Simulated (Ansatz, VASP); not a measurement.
SrTiO3 in VASP and in Ansatz

```xyz
5
Lattice="3.9816 0.0000 0.0000 0.0000 3.9816 0.0000 0.0000 0.0000 3.9816" Properties=species:S:1:pos:R:3 pbc="T T T"
Sr    0.0000    0.0000    0.0000
Ti    1.9908    1.9908    1.9908
O     0.0000    1.9908    1.9908
O     1.9908    0.0000    1.9908
O     1.9908    1.9908    0.0000
```

Change from the starting cell: volume scaled by 1.06, ions relaxed.

Alike in both runs: task relaxation of the atoms; functional PBE; k mesh 8 × 8 × 8; occupations fermi-dirac, width 0.02 eV; no spin polarisation.

|  | VASP | Ansatz |
| --- | --- | --- |
| version | VASP 6.6.1 | Ansatz 0.2.0 |
| potentials or method | VASP PAW PBE potentials, release 64 (Sr_sv, Ti_sv, O) | plane-wave PAW, scalar-relativistic |
| plane-wave cutoff (eV) | 520 | 420 |
| valence electrons in the cell | 40 | 40 |

Ansatz gave:

- gap on the k mesh at the Fermi level, each at its own relaxed structure (eV): 1.77

**Question.** Estimate VASP's values.

**Answer.** gap on the k mesh at the Fermi level, each at its own relaxed structure (eV): 1.75.

Ansatz's warnings: stress scf threshold loose.

Noted on VASP's run: the relaxation stopped at its first step, so nothing moved.
